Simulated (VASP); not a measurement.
# Ge2F3 (Cmmm) in VASP: a series of runs

The runs below take Ge2F3 through single point, relaxation of cell and atoms, with PBE.

All numbers are computed with VASP 6.6.1; they aren't measurements. Logs are shortened: lines on timing, memory, paths and dates and some standing lists are left out, and cuts for length are marked.

## Step 1: The cell of the first run

It takes space group Cmmm (No. 65, orthorhombic). The conventional cell has a = 5.437 Å, b = 8.179 Å, c = 3.473 Å, α = 90.00°, β = 90.00°, γ = 90.00°. Ge (site symmetry 2/m) has 8 F at 2.34 to 3.01 Å and 2 Ge at 2.72 Å within 3.1 Å. F (site symmetry m2m) has 4 Ge at 2.34 Å and 6 F at 2.52 to 3.14 Å within 3.2 Å. Within 3.7 Å of F (site symmetry mmm) lie 8 F at 2.83 to 3.47 Å and 8 Ge at 3.01 Å.

The cell was generated, and may not be a known phase.

## Step 2: Single point, PBE

INCAR

```
SYSTEM = Ge2F3
  ALGO = Normal
  EDIFF = 1E-6
  ENCUT = 520
  GGA = PE
  ISIF = 2
  ISMEAR = 0
  LASPH = .TRUE.
  LCHARG = .FALSE.
  LREAL = .FALSE.
  LWAVE = .FALSE.
  NBANDS = 32
  NELM = 80
  PREC = Accurate
  SIGMA = 0.1
```

KPOINTS

```
k-points
0
G
  4 4 6
  0 0 0
```

POSCAR

```
Ge2F3
1.0
    2.7185394228     -4.0895561357      0.0000000000
    2.7185394228      4.0895561357      0.0000000000
    0.0000000000      0.0000000000      3.4725174946
Ge F
2 3
Direct
    0.0000000000      0.5000000000      0.0000000000
    0.5000000000      0.0000000000      0.0000000000
    0.6539679448      0.3460320552      0.5000000000
    0.3460320552      0.6539679448      0.5000000000
    0.0000000000      0.0000000000      0.5000000000
```

Potentials or basis: VASP PAW PBE potentials, release 64 (Ge_d, F).

On the command line:

```sh
$ cat potpaw_PBE.64/Ge_d/POTCAR potpaw_PBE.64/F/POTCAR > POTCAR
$ mpirun -np 1 vasp_std > vasp.out
```

OUTCAR:

```text
SYSTEM = Ge2F3
   EDIFF = 1E-6
   ENCUT = 520
   GGA = PE
   ISIF = 2
   ISMEAR = 0
   LASPH = .TRUE.
   LREAL = .FALSE.
   NELM = 80
   PREC = Accurate

 ion  position               nearest neighbor table
   1  0.000  0.500  0.000-   3 2.34   4 2.34   3 2.34   4 2.34   2 2.72   2 2.72
   2  0.500  0.000  0.000-   3 2.34   4 2.34   3 2.34   4 2.34   1 2.72   1 2.72
   3  0.654  0.346  0.500-   1 2.34   2 2.34   1 2.34   2 2.34
   4  0.346  0.654  0.500-   1 2.34   2 2.34   1 2.34   2 2.34
   5  0.000  0.000  0.500-

  LATTYP: Found a base centered orthorhombic cell.
 ALAT       =     5.4370788456
 B/A-ratio  =     1.5043210709
 C/A-ratio  =     0.6386733747

  Lattice vectors:

 A1 = (   2.7185394228,  -4.0895561357,   0.0000000000)
 A2 = (   2.7185394228,   4.0895561357,   0.0000000000)
 A3 = (   0.0000000000,   0.0000000000,   3.4725174946)

Analysis of symmetry for initial positions (statically):
=====================================================================
 Subroutine PRICEL returns:
 Original cell was already a primitive cell.

 Routine SETGRP: Setting up the symmetry group for a
 base centered orthorhombic supercell.

 Subroutine GETGRP returns: Found  8 space group operations
 (whereof  8 operations were pure point group operations)
 out of a pool of  8 trial point group operations.

The static configuration has the point symmetry D_2h.

Analysis of symmetry for dynamics (positions and initial velocities):
=====================================================================
 Subroutine PRICEL returns:
 Original cell was already a primitive cell.

 Routine SETGRP: Setting up the symmetry group for a
 base centered orthorhombic supercell.

 Subroutine GETGRP returns: Found  8 space group operations
 (whereof  8 operations were pure point group operations)
 out of a pool of  8 trial point group operations.

The dynamic configuration has the point symmetry D_2h.

 Subroutine INISYM returns: Found  8 space group operations
 (whereof  8 operations are pure point group operations),
 and found     1 'primitive' translations

----------------------------------------------------------------------------------------

                                     Primitive cell

  volume of cell :      77.2123

  direct lattice vectors                    reciprocal lattice vectors
     2.718539423 -4.089556136  0.000000000     0.183922291 -0.122262657  0.000000000
     2.718539423  4.089556136  0.000000000     0.183922291  0.122262657  0.000000000
     0.000000000  0.000000000  3.472517495     0.000000000  0.000000000  0.287975511

  length of vectors
     4.910695061  4.910695061  3.472517495     0.220851911  0.220851911  0.287975511

  position of ions in fractional coordinates (direct lattice)
     0.000000000  0.500000000  0.000000000
     0.500000000  0.000000000  0.000000000
     0.653967945  0.346032055  0.500000000
     0.346032055  0.653967945  0.500000000
     0.000000000  0.000000000  0.500000000

  ion indices of the primitive-cell ions
   primitive index   ion index
                 1           1
                 2           2
                 3           3
                 4           4
                 5           5

----------------------------------------------------------------------------------------

 KPOINTS: k-points

Automatic generation of k-mesh.
 Grid dimensions read from file:
 generate k-points for:    4    4    6

 Generating k-lattice:

  Cartesian coordinates                     Fractional coordinates (reciprocal lattice)
     0.045980573 -0.030565664  0.000000000     0.250000000  0.000000000  0.000000000
     0.045980573  0.030565664  0.000000000     0.000000000  0.250000000  0.000000000
     0.000000000  0.000000000  0.047995919     0.000000000  0.000000000  0.166666667

  Length of vectors
     0.055212978  0.055212978  0.047995919

  Shift w.r.t. Gamma in fractional coordinates (k-lattice)
     0.000000000  0.000000000  0.000000000

 Subroutine IBZKPT returns following result:
 ===========================================

 Found     28 irreducible k-points:

 Following reciprocal coordinates:
            Coordinates               Weight
  0.000000  0.000000  0.000000      1.000000
  0.250000  0.000000  0.000000      4.000000
  0.500000  0.000000  0.000000      2.000000
  0.250000  0.250000  0.000000      2.000000
  0.500000  0.250000  0.000000      4.000000
 -0.250000  0.250000  0.000000      2.000000
[... 16 lines left out ...]
  0.250000  0.000000  0.500000      4.000000
  0.500000  0.000000  0.500000      2.000000
 [... further k-points ...]
   k-points           NKPTS =     28   k-points in BZ     NKDIM =     28   number of bands    NBANDS=     32
   number of dos      NEDOS =    301   number of ions     NIONS =      5
   total plane-waves  NPLWV =  44800
   dimension x,y,z NGX =    40 NGY =   40 NGZ =   28
   dimension x,y,z NGXF=    80 NGYF=   80 NGZF=   56
   ions per type =               2   3
   NGX,Y,Z   is equivalent  to a cutoff of  13.54, 13.54, 13.40 a.u.
   NGXF,Y,Z  is equivalent  to a cutoff of  27.08, 27.08, 26.81 a.u.
 SYSTEM =  Ge2F3
   PREC   = accura    normal or accurate (medium, high low for compatibility)
   ISTART =      0    job   : 0-new  1-cont  2-samecut
   ICHARG =      2    charge: 1-file 2-atom 10-const
   ISPIN  =      1    spin polarized calculation?
   LNONCOLLINEAR =      F non collinear calculations
   LSORBIT =      F    spin-orbit coupling
   LASPH  =      T    aspherical Exc in radial PAW
   ENCUT  =  520.0 eV  38.22 Ry    6.18 a.u.   9.13  9.13  6.46*2*pi/ulx,y,z
   NELM   =     80;   NELMIN=  2; NELMDL= -5     # of ELM steps
   EDIFF  = 0.1E-05   stopping-criterion for ELM
   LREAL  =      F    real-space projection
   EDIFFG = 0.1E-04   stopping-criterion for IOM
   NSW    =      0    number of steps for IOM
   IBRION =     -1    ionic relax: 0-MD 1-quasi-New 2-CG
   NFREE  =      0    steps in history (QN), initial steepest desc. (CG)
   ISIF   =      2    stress and relaxation
   ISYM   =      2    0-nonsym 1-usesym 2-fastsym
   POTIM  = 0.5000    time-step for ionic-motion
   TEBEG  =    0.0;   TEEND  =   0.0 temperature during run
   PSTRESS=    0.0 pullay stress
   NELECT =      49.0000    total number of electrons
   NUPDOWN=      -1.0000    fix difference up-down
   EMIN   =  10.00;   EMAX   =-10.00  energy-range for DOS
   EFERMI =   0.00;   METHOD = LEGACY
   ISMEAR =     0;   SIGMA  =   0.10  broadening in eV -4-tet -1-fermi 0-gaus
   EFERMI_NEDOS =   21; number of points for ismear=-14 and -15
   IALGO  =     38    algorithm
   IMIX   =      4    mixing-type and parameters
     AMIX     =   0.40;   BMIX     =  1.00
     AMIX_MAG =   1.60;   BMIX_MAG =  1.00
  volume/ion in A,a.u.               =      15.44       104.21
  Fermi-wavevector in a.u.,A,eV,Ry     =   1.406840  2.658543 26.928643  1.979199
  Thomas-Fermi vector in A             =   2.529160
   LORBIT       =      0    0 simple, 1 ext, 2 COOP (PROOUT), +10 PAW based schemes
   GGA     = PE    functional components
   LHFCALC =     F    Hartree Fock is set to
   AEXX    =    0.0000 exact exchange contribution
   IVDW    =     0    specifies the selected vdW correction
   LEPSILON=     F    determine dielectric tensor
   LRPA    =     F    only Hartree local field effects (RPA)
 non-spin polarized calculation
 Gauss-broadening in eV      SIGMA  =   0.10
  energy-cutoff  :      520.00
  volume of cell :       77.21
 maximum number of plane-waves:      2094
 NGX is ok and might be reduce to    40
   NGX = 19   NGY = 19   NGZ = 13

 number of electron      48.9999995 magnetization

 Free energy of the ion-electron system (eV)
  ---------------------------------------------------
  ext. energy  EPLUGINS =         0.00000000
  ---------------------------------------------------
  free energy    TOTEN  =       -20.43455413 eV

  energy without entropy =      -20.42230599  energy(sigma->0) =      -20.42843006

 E-fermi :   3.3915     XC(G=0):  -9.8050

 val. band max:        3.3879653161   @ k =   0.5000   0.2500   0.0000
 cond. band min:       3.4234104643   @ k =   0.5000   0.2500   0.3333
 fundamental gap:      0.0354451481
 Fermi energy:         3.3915250012

 k-point     1 :       0.0000    0.0000    0.0000
  band No.  band energies     occupation
      1     -22.5848      2.00000
      2     -22.5587      2.00000
      3     -22.5544      2.00000
      4     -22.5458      2.00000
      5     -22.5288      2.00000
      6     -22.4950      2.00000
[... 24 lines left out ...]
     31      10.3291      0.00000
     32      12.2610      0.00000

 k-point     2 :       0.2500    0.0000    0.0000
  band No.  band energies     occupation
      1     -22.5774      2.00000
      2     -22.5507      2.00000
      3     -22.5494      2.00000
      4     -22.5316      2.00000
      5     -22.5316      2.00000
      6     -22.4775      2.00000
[... 24 lines left out ...]
     31      11.0536      0.00000
     32      11.9828      0.00000

 k-point     3 :       0.5000    0.0000    0.0000
  band No.  band energies     occupation
      1     -22.5634      2.00000
      2     -22.5629      2.00000
      3     -22.5395      2.00000
      4     -22.5394      2.00000
      5     -22.4708      2.00000
      6     -22.4690      2.00000
[... 24 lines left out ...]
     31      13.2278      0.00000
     32      13.2682      0.00000

 k-point     4 :       0.2500    0.2500    0.0000
  band No.  band energies     occupation
      1     -22.5641      2.00000
      2     -22.5622      2.00000
      3     -22.5397      2.00000
      4     -22.5391      2.00000
      5     -22.4716      2.00000
      6     -22.4681      2.00000
[... 24 lines left out ...]
     31      11.1198      0.00000
     32      13.8641      0.00000

 k-point     5 :       0.5000    0.2500    0.0000
  band No.  band energies     occupation
      1     -22.5759      2.00000
      2     -22.5518      2.00000
      3     -22.5498      2.00000
      4     -22.5312      2.00000
      5     -22.5290      2.00000
      6     -22.4748      2.00000
[... 584 lines left out ...]
     31      12.0095      0.00000
     32      13.9735      0.00000

 k-point    22 :       0.0000    0.0000    0.5000
  band No.  band energies     occupation
      1     -22.6830      2.00000
      2     -22.5649      2.00000
      3     -22.5373      2.00000
      4     -22.5296      2.00000
      5     -22.5293      2.00000
      6     -22.4884      2.00000
[... 24 lines left out ...]
     31      11.8238      0.00000
     32      12.8814      0.00000

 k-point    23 :       0.2500    0.0000    0.5000
  band No.  band energies     occupation
      1     -22.6615      2.00000
      2     -22.5556      2.00000
      3     -22.5520      2.00000
      4     -22.5320      2.00000
      5     -22.5107      2.00000
      6     -22.4834      2.00000
[... 24 lines left out ...]
     31      11.4003      0.00000
     32      13.3548      0.00000

 k-point    24 :       0.5000    0.0000    0.5000
  band No.  band energies     occupation
      1     -22.6115      2.00000
      2     -22.6039      2.00000
      3     -22.5392      2.00000
      4     -22.5389      2.00000
      5     -22.4674      2.00000
      6     -22.4669      2.00000
[... 24 lines left out ...]
     31      12.7383      0.00000
     32      13.1350      0.00000

 [... further k-points ...]

------------------------ aborting loop because EDIFF is reached ----------------------------------------

  FORCE on cell =-STRESS in cart. coord.  units (eV):
  Direction    XX          YY          ZZ          XY          YZ          ZX
  --------------------------------------------------------------------------------------
  -------------------------------------------------------------------------------------
  Total       -0.0069295     -0.0933484      0.0046405      0.0000000      0.0000000      0.0000000
  in kB       -0.1437896     -1.9370065      0.0962911      0.0000000      0.0000000      0.0000000
  external PRESSURE =      -0.6615016 kB  Pullay stress =       0.0000000 kB

 VOLUME and BASIS-vectors are now :
 -----------------------------------------------------------------------------
  energy-cutoff  :      520.00
  volume of cell :       77.21
      direct lattice vectors                 reciprocal lattice vectors
     2.718539423 -4.089556136  0.000000000     0.183922291 -0.122262657  0.000000000
     2.718539423  4.089556136  0.000000000     0.183922291  0.122262657  0.000000000
     0.000000000  0.000000000  3.472517495     0.000000000  0.000000000  0.287975511

 POSITION                                       TOTAL-FORCE (eV/Angst)
 -----------------------------------------------------------------------------------
      1.35927      2.04478      0.00000        -0.000000      0.000000      0.000000
      1.35927     -2.04478      0.00000         0.000000      0.000000      0.000000
      2.71854     -1.25932      1.73626         0.000000      0.000987     -0.000000
      2.71854      1.25932      1.73626         0.000000     -0.000987      0.000000
      0.00000      0.00000      1.73626         0.000000      0.000000      0.000000
 -----------------------------------------------------------------------------------
    total drift:                               -0.000000     -0.000000     -0.000000

  FREE ENERGIE OF THE ION-ELECTRON SYSTEM (eV)
  ---------------------------------------------------
  free  energy   TOTEN  =       -20.4345541326 eV

  energy  without entropy=      -20.4223059936  energy(sigma->0) =      -20.42843006
```

Wall time 90 s (1 thread of Oxide Virtual Turin-like, shared host); peak memory 0.19 GiB.

Results:

| Item | Value |
| --- | --- |
| Free energy | -20.4346 eV |
| Pressure | -0.1 GPa |
| Band gap on the k mesh | zero (an odd number of electrons rules out a gap without spin polarisation) |

Stress tensor (GPa, compression positive):
```
-0.01  0.00  0.00
 0.00 -0.19  0.00
 0.00  0.00  0.01
```

Caveat: an odd number of electrons without spin polarisation forces a metal; a magnetic or distorted state may lie lower.

(Part 1 of 2 ends here.)

The gap in the log of VASP goes by the Fermi energy; the results here count the filled bands.